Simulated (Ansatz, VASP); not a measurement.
**One calculation of CdTe4, two programs**

Contents of INCAR:

```
PREC     = Accurate       # precision mode
ENCUT    = 600            # plane-wave cutoff, eV
EDIFF    = 1E-6           # SCF threshold, eV
ISMEAR   = 0              # smearing method
SIGMA    = 0.1            # smearing width, eV
LREAL    = F              # projectors in reciprocal space
LASPH    = T              # aspherical terms in the spheres
NELM     = 60             # most SCF steps
ALGO     = Normal         # electronic algorithm
ISIF     = 3              # what is computed and relaxed
LWAVE    = F              # write WAVECAR
LCHARG   = F              # write CHGCAR
GGA      = PE             # functional
IBRION   = 2              # ionic algorithm
NSW      = 100            # ionic steps
EDIFFG   = -0.01          # ionic threshold
```

The input KPOINTS:

```
regular mesh
0
Gamma
  8 8 4
```

File POSCAR:

```
CdTe4
1.0
    4.4522834461      0.0000000000      0.0000000000
    0.0000000000      4.4522834461      0.0000000000
    0.0000000000      0.0000000000      8.8168884501
Cd Te
1 4
Direct
    0.0000000000      0.0000000000      0.0000000000
    0.0000000000      0.5000000000      0.7385221504
    0.5000000000      0.0000000000      0.7385221504
    0.0000000000      0.5000000000      0.2614778496
    0.5000000000      0.0000000000      0.2614778496
```

Input for Ansatz:

```yaml
crystal:
  lattice:
    - [4.4522834461, 0.0, 0.0]
    - [0.0, 4.4522834461, 0.0]
    - [0.0, 0.0, 8.8168884501]
  atoms:
    - { symbol: Cd, position: [0.0, 0.0, 0.0] }
    - { symbol: Te, position: [0.0, 0.5, 0.7385221504] }
    - { symbol: Te, position: [0.5, 0.0, 0.7385221504] }
    - { symbol: Te, position: [0.0, 0.5, 0.2614778496] }
    - { symbol: Te, position: [0.5, 0.0, 0.2614778496] }
basis:
  ecutwfc: 420
kpoints:
  mp_grid: { grid: [8, 8, 4] }
hamiltonian:
  xc: pbe
scf:
  occupations: { method: gaussian, width: 0.1 }
output:
  forces: true
  stress: true
  eigenvalues: true
  write_density: true
  write_potential: true
  elf: true
  volumetric_format: npy
relax:
  adjacent_minimum: "off"
  f_tol: 0.01
  max_steps: 80
  cell: { stress_tol: 0.05 }
```

Alike in both runs: task relaxation of cell and atoms; functional PBE; k mesh 8 × 8 × 4; occupations gaussian, width 0.1 eV; no spin polarisation.

```csv
,VASP,Ansatz
version,VASP 6.6.1,Ansatz 0.2.0
potentials or method,"VASP PAW PBE potentials, release 64 (Cd, Te), cutoff 600 eV","scalar-relativistic, plane waves, PAW"
valence electrons in the cell,36,84
```

Ansatz gave:

```
gap on the k mesh at the Fermi level, each at its own relaxed structure (eV)  : none
relaxed volume (Å³/atom)                                                      : 34.25
relaxed length of the cell vector where the two differ most in proportion (Å) : 8.600
```

Which values does VASP return?

gap on the k mesh at the Fermi level, each at its own relaxed structure (eV): none; relaxed volume (Å³/atom): 34.26; relaxed length of the cell vector where the two differ most in proportion (Å): 8.606.

A gap of «none» marks a metal or a gap that the smearing closes. VASP's potentials hold 36 valence electrons a cell and Ansatz's 84, so a difference there can come from the potentials and not from the codes.

Neither program's run includes spin-orbit coupling.
